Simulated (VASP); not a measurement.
Runs of VASP 6.6.1 on Be. The structure is that of space group Fm-3m (No. 225), or close to it. The cells are those of the table. 

```csv
task,cell,k mesh,cutoff (eV),gap on the mesh (eV),pressure (GPa)
single point,"a = 2.141 Å, angles 60.0°, 1 atom",19 × 19 × 19,520,none,(b)
single point,"a = 2.204 Å, angles 60.0°, 1 atom",19 × 19 × 19,520,none,(a)
relaxation of cell and atoms,"relaxed from a = 2.255 Å, angles 60.0°, 1 atom",17 × 17 × 17,600,none,0.0
single point,"a = 2.235 Å, angles 60.0°, 1 atom",19 × 19 × 19,520,none,0.2
single point,"a = 2.264 Å, angles 60.0°, 1 atom",19 × 19 × 19,520,none,-4.2
single point,"a = 2.293 Å, angles 60.0°, 1 atom",19 × 19 × 19,520,none,-7.8
single point,"a = 2.321 Å, angles 60.0°, 1 atom",19 × 19 × 19,520,none,-10.8
single point,"a = 2.235 Å, angles 60.0°, 1 atom",17 × 17 × 17,520,none,0.1
single point,"a = 2.173 Å, angles 60.0°, 1 atom",19 × 19 × 19,520,none,11.5
single point,"a = 2.235 Å, angles 60.0°, 1 atom",28 × 28 × 28,520,none,0.2
```

Alike in all rows: level BLYP; potentials or basis VASP PAW PBE potentials, release 64 (Be); no spin polarisation; smearing fermi-dirac 0.1 eV.

Problem. Fill in the values left out.

Solution. (a) 5.3; (b) 19.0.

Caveats: the PAW data sets were made with another functional, which shifts forces and pressure a little.

A gap of «none» marks levels without a gap at the run's occupations.
